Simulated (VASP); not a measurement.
N: single point with PBEsol

N:

```
N
1.0
     5.84936    0.00000    0.00000
     0.00000    5.84936    0.00000
     0.00000    0.00000    5.84936
N
4
Cartesian
  0.0004 0.0004 0.0004
  2.9243 5.8490 2.9251
  2.9251 2.9243 5.8490
  5.8490 2.9251 2.9243
```

```yaml
Program: VASP 6.6.1
Task: single point
Functional: PBEsol
Potentials_or_basis: VASP PAW PBE potentials, release 64 (N)
Cutoff: 520 eV
k_mesh: 4 × 4 × 4
Occupations: gaussian, width 0.05 eV
Spin: collinear spin, ferromagnetic start
Starting_moments: "[3.24, 3.24, 3.24, 3.24] μB"
```

| Property | Result |
| --- | --- |
| Pressure | 0.0 GPa |
| Band gap on the k mesh | 3.34 eV |
| Net moment | 12.00 μB per cell |
| Site moments | N +1.94 μB |
| Valence electrons inside the program's atomic spheres | N 3.27 |

Levels at points of the mesh, in eV from the valence-band top:
Spin up:
```tsv
k point	band 12	band 13	band 14	band 15	band 16	band 17	band 18	band 19	band 20	band 21
(0.00, 0.00, 0.00)	-0.17	-0.17	0.00	0.00	0.00	7.00	10.66	10.66	10.66	11.40
(0.50, 0.00, 0.00)	-0.18	-0.09	-0.09	-0.09	-0.09	8.27	8.27	11.23	11.23	11.85
(0.50, 0.50, 0.00)	-0.21	-0.06	-0.06	-0.06	-0.06	9.34	9.34	9.34	9.34	12.47
(0.50, 0.50, 0.50)	-0.06	-0.06	-0.06	-0.06	-0.06	10.22	10.22	10.22	10.22	10.31
```
Spin down:
```tsv
k point	band 1	band 2	band 3	band 4	band 5	band 6	band 7	band 8	band 9
(0.00, 0.00, 0.00)	-7.27	-7.06	-7.06	-7.06	3.48	3.48	3.48	4.16	4.16
(0.50, 0.00, 0.00)	-7.17	-7.17	-7.06	-7.06	3.80	3.80	3.80	3.80	3.85
(0.50, 0.50, 0.00)	-7.11	-7.11	-7.11	-7.11	3.63	3.63	3.63	3.63	4.05
(0.50, 0.50, 0.50)	-7.11	-7.11	-7.11	-7.11	3.34	3.34	3.34	3.34	4.38
```

Wall time 37 s on 1 thread of Intel(R) Xeon(R) 6975P-C (Granite Rapids), on a shared host, peak memory 0.4 GiB.

Caveat: the PAW data sets were made with another functional, which shifts forces and pressure a little. A k mesh can miss the band edges.
